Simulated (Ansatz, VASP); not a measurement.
**WS2 in VASP and in Ansatz**

The input INCAR:

```
PREC     = Accurate       # precision mode
ENCUT    = 520            # plane-wave cutoff, eV
EDIFF    = 1E-6           # SCF threshold, eV
ISMEAR   = 0              # smearing method
SIGMA    = 0.011          # smearing width, eV
LREAL    = F              # projectors in reciprocal space
LASPH    = T              # aspherical terms in the spheres
NELM     = 100            # most SCF steps
ALGO     = Normal         # electronic algorithm
ISIF     = 2              # what is computed and relaxed
LWAVE    = F              # write WAVECAR
LCHARG   = F              # write CHGCAR
GGA      = PE             # functional
NBANDS   = 49             # bands
```

KPOINTS

```
Automatic mesh
0
Gamma
  10 10 1
```

File POSCAR:

```
WS2
1.0
    3.1829541699      0.0000000000      0.0000000000
   -1.5914770850      2.7565191702      0.0000000000
    0.0000000000      0.0000000000     28.5322178600
W S
3 6
Direct
    0.6666666667      0.3333333333      0.4343616800
    0.6666666667      0.3333333333      0.8855337800
    0.0000000000      0.0000000000      0.6592864300
    0.6666666667      0.3333333333      0.6046252100
    0.0000000000      0.0000000000      0.3797102500
    0.0000000000      0.0000000000      0.8308482800
    0.6666666667      0.3333333333      0.7139522100
    0.0000000000      0.0000000000      0.4890304200
    0.0000000000      0.0000000000      0.9401857300
```

Contents of input.yaml:

```yaml
crystal:
  lattice:
    - [3.1829541699, 0.0, 0.0]
    - [-1.591477085, 2.7565191702, 0.0]
    - [0.0, 0.0, 28.53221786]
  atoms:
    - { symbol: W, position: [0.6666666667, 0.3333333333, 0.43436168] }
    - { symbol: W, position: [0.6666666667, 0.3333333333, 0.88553378] }
    - { symbol: W, position: [0.0, 0.0, 0.65928643] }
    - { symbol: S, position: [0.6666666667, 0.3333333333, 0.60462521] }
    - { symbol: S, position: [0.0, 0.0, 0.37971025] }
    - { symbol: S, position: [0.0, 0.0, 0.83084828] }
    - { symbol: S, position: [0.6666666667, 0.3333333333, 0.71395221] }
    - { symbol: S, position: [0.0, 0.0, 0.48903042] }
    - { symbol: S, position: [0.0, 0.0, 0.94018573] }
hamiltonian:
  xc: pbe
  pseudopotentials: { kind: paw }
kpoints:
  mp_grid: { grid: [10, 10, 1] }
scf:
  occupations: { method: gaussian, width: 0.011 }
output:
  forces: true
  stress: true
  eigenvalues: true
```

Alike in both runs: task single point; functional PBE; k mesh 10 × 10 × 1; occupations gaussian, width 0.011 eV; no spin polarisation.

|  | VASP | Ansatz |
| --- | --- | --- |
| version | VASP 6.6.1 | Ansatz 0.2.0 |
| potentials or method | VASP PAW PBE potentials, release 64 (W_sv, S) | Ansatz PAW |
| plane-wave cutoff (eV) | 520 | 420 |
| valence electrons in the cell | 78 | 78 |

```tsv
	VASP	Ansatz	Ansatz less VASP
gap on the k mesh at the Fermi level (eV)	1.48	1.47	-0.013
least direct gap on the mesh (eV)	2.11	2.11	-0.003
rms of the force components (eV/Å)	0.108	0.107	-0.0013
```

Atom by atom the forces differ by 0.001 eV/Å (rms over components).

Neither program's run includes spin-orbit coupling.
